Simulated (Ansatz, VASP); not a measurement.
# Sn2Ir in VASP and in Ansatz

Contents of INCAR:

```
SYSTEM = Sn2Ir
PREC     = Accurate       ! precision mode
ENCUT    = 520            ! plane-wave cutoff, eV
EDIFF    = 1E-7           ! SCF threshold, eV
ISMEAR   = -1             ! smearing method
SIGMA    = 0.03           ! smearing width, eV
LREAL    = .False.        ! projectors in reciprocal space
LASPH    = .True.         ! aspherical terms in the spheres
NELM     = 60             ! most SCF steps
ALGO     = Normal         ! electronic algorithm
ISIF     = 2              ! what is computed and relaxed
LWAVE    = .False.        ! write WAVECAR
LCHARG   = .False.        ! write CHGCAR
GGA      = CA             ! functional
NBANDS   = 26             ! bands
```

KPOINTS

```
regular mesh
0
Gamma
  10 10 10
  0 0 0
```

The input POSCAR:

```
Sn2Ir
1.0
    0.0000000000      3.1690000000      3.2323800000
    3.1690000000      0.0000000000      3.2323800000
    3.1690000000      3.1690000000      0.0000000000
Sn Ir
2 1
Direct
    0.2500000000      0.2500000000      0.2500000000
    0.7500000000      0.7500000000      0.7500000000
    0.0000000000      0.0000000000      0.0000000000
```

Input for Ansatz:

```yaml
crystal:
  lattice:
    - [0.0, 3.169, 3.23238]
    - [3.169, 0.0, 3.23238]
    - [3.169, 3.169, 0.0]
  atoms:
    - { symbol: Sn, position: [0.25, 0.25, 0.25] }
    - { symbol: Sn, position: [0.75, 0.75, 0.75] }
    - { symbol: Ir, position: [0.0, 0.0, 0.0] }
kpoints:
  mp_grid: { grid: [10, 10, 10] }
  band_path:
    path:
      - [0.0, 0.0, 0.0]
      - [0.0, 0.5, 0.5]
      - [0.25, 0.75, 0.5]
      - [0.0, 0.5, 0.0]
      - [0.0, 0.0, 0.0]
      - [0.5, 0.5, 0.0]
      - [0.3701460977, 0.6298539023, 0.0]
      - [-0.3701460977, 0.3701460977, 0.0]
      - [0.0, 0.0, 0.0]
    npoints: 5
scf:
  occupations: { method: fermi_dirac, width: 0.03 }
hamiltonian:
  xc: lda
  pseudopotentials: { kind: all_electron, lapw: { basis_error: 0.001 } }
output:
  forces: true
  stress: true
  eigenvalues: true
```

Change from the starting cell: zz strain of +2 %.

Alike in both runs: task single point; functional LDA; k mesh 10 × 10 × 10; occupations fermi-dirac, width 0.03 eV; no spin polarisation.

|  | VASP | Ansatz |
| --- | --- | --- |
| version | VASP 6.6.1 | Ansatz 0.2.0 |
| potentials or method | VASP PAW LDA potentials, release 64 (Sn_d, Ir), cutoff 520 eV | all-electron LAPW, scalar-relativistic |

Ansatz gave:

| Item | Value |
| --- | --- |
| pressure (GPa) | -4.5 |
| traceless stress, the component that is largest in VASP (GPa) | -0.95 |

Question: Which values does VASP return?

Answer: Pressure (GPa): -4.2; traceless stress, the component that is largest in VASP (GPa): -0.94.

LDA's correlation is that of Perdew and Zunger in VASP and of Perdew and Wang (1992) in Ansatz. Ansatz ran all-electron here, and VASP with PAW potentials.

Spin-orbit coupling is off throughout.
